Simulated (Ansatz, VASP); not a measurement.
**Rh: VASP beside Ansatz**

```
Rh
1.0
     2.65439    0.00000    0.00000
     0.00000    2.65439    0.00000
     0.00000    0.00000   23.50780
Rh
5
Direct
  0.00000 0.00000 0.34345
  0.50000 0.50000 0.41958
  0.00000 0.00000 0.50000
  0.50000 0.50000 0.58042
  0.00000 0.00000 0.65655
```

Alike in both runs: task single point; functional LDA; k mesh 14 × 14 × 1; occupations fermi-dirac, width 0.05 eV; no spin polarisation.

|  | VASP | Ansatz |
| --- | --- | --- |
| version | VASP 6.6.1 | Ansatz 0.2.0 |
| potentials or method | VASP PAW LDA potentials, release 64 (Rh_pv), cutoff 520 eV | all-electron LAPW, scalar-relativistic |

Ansatz gave:

```
rms of the force components (eV/Å) : 0.003
```

Task: What did VASP give for the same quantities?

Result: rms of the force components (eV/Å): 0.018.

LDA's correlation is that of Perdew and Zunger in VASP and of Perdew and Wang (1992) in Ansatz. Atom by atom the forces differ by 0.020 eV/Å (rms over components). Ansatz ran all-electron here, and VASP with PAW potentials. Ansatz's warnings: slab cell height set.
